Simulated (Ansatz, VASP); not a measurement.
**One calculation of ScSb2N3, two programs**

The input INCAR:

```
SYSTEM = ScSb2N3
PREC = Accurate
ENCUT = 600
EDIFF = 1E-7
ISMEAR = 0
SIGMA = 0.1
LREAL = .False.
LASPH = .True.
NELM = 60
ALGO = Normal
ISIF = 3
LWAVE = .False.
LCHARG = .False.
GGA = PE
IBRION = 2
NSW = 90
EDIFFG = -0.04
```

KPOINTS

```
regular mesh
0
Gamma
  6 6 6
  0 0 0
```

Contents of POSCAR:

```
ScSb2N3
1.0
    2.7874433400      1.6093311600      3.8778279000
   -2.7874433400      1.6093311600      3.8778279000
    0.0000000000     -3.2186623200      3.8778279000
Sc Sb N
1 2 3
Direct
    0.0000000000      0.0000000000      0.0000000000
    0.6292808700      0.6292808700      0.6292808700
    0.3707191300      0.3707191300      0.3707191300
    0.0000000000      0.0000000000      0.5000000000
    0.5000000000      0.0000000000      0.0000000000
    0.0000000000      0.5000000000      0.0000000000
```

Input for Ansatz:

```yaml
crystal:
  lattice:
    - [2.78744334, 1.60933116, 3.8778279]
    - [-2.78744334, 1.60933116, 3.8778279]
    - [0.0, -3.21866232, 3.8778279]
  atoms:
    - { symbol: Sc, position: [0.0, 0.0, 0.0] }
    - { symbol: Sb, position: [0.62928087, 0.62928087, 0.62928087] }
    - { symbol: Sb, position: [0.37071913, 0.37071913, 0.37071913] }
    - { symbol: "N", position: [0.0, 0.0, 0.5] }
    - { symbol: "N", position: [0.5, 0.0, 0.0] }
    - { symbol: "N", position: [0.0, 0.5, 0.0] }
basis:
  ecutwfc: 420
kpoints:
  mp_grid: { grid: [6, 6, 6] }
hamiltonian:
  xc: pbe
scf:
  occupations: { method: gaussian, width: 0.1 }
  lower_state_search: "off"
output:
  forces: true
  stress: true
  eigenvalues: true
relax:
  adjacent_minimum: "off"
  f_tol: 0.04
  max_steps: 70
  cell: { stress_tol: 0.4 }
```

Change from the starting cell: species swapped into the Pr2SiRh3 type (R-3m, No. 166).

Alike in both runs: task relaxation of cell and atoms; functional PBE; k mesh 6 × 6 × 6; occupations gaussian, width 0.1 eV; no spin polarisation.

|  | VASP | Ansatz |
| --- | --- | --- |
| version | VASP 6.6.1 | Ansatz 0.2.0 |
| potentials or method | VASP PAW PBE potentials, release 64 (Sc_sv, Sb, N), cutoff 600 eV | scalar-relativistic, plane waves, PAW |
| valence electrons in the cell | 36 | 56 |

VASP gave:

- gap on the k mesh at the Fermi level, each at its own relaxed structure (eV): none
- relaxed volume (Å³/atom): 15.58
- relaxed cell length with the largest relative difference (Å): 4.597

Estimate Ansatz's values.

gap on the k mesh at the Fermi level, each at its own relaxed structure (eV): none; relaxed volume (Å³/atom): 15.55; relaxed cell length with the largest relative difference (Å): 4.597.

A gap of «none» marks a metal or a gap that the smearing closes. VASP's potentials hold 36 valence electrons a cell and Ansatz's 56, so a difference there can come from the potentials and not from the codes.

Neither program's run includes spin-orbit coupling.
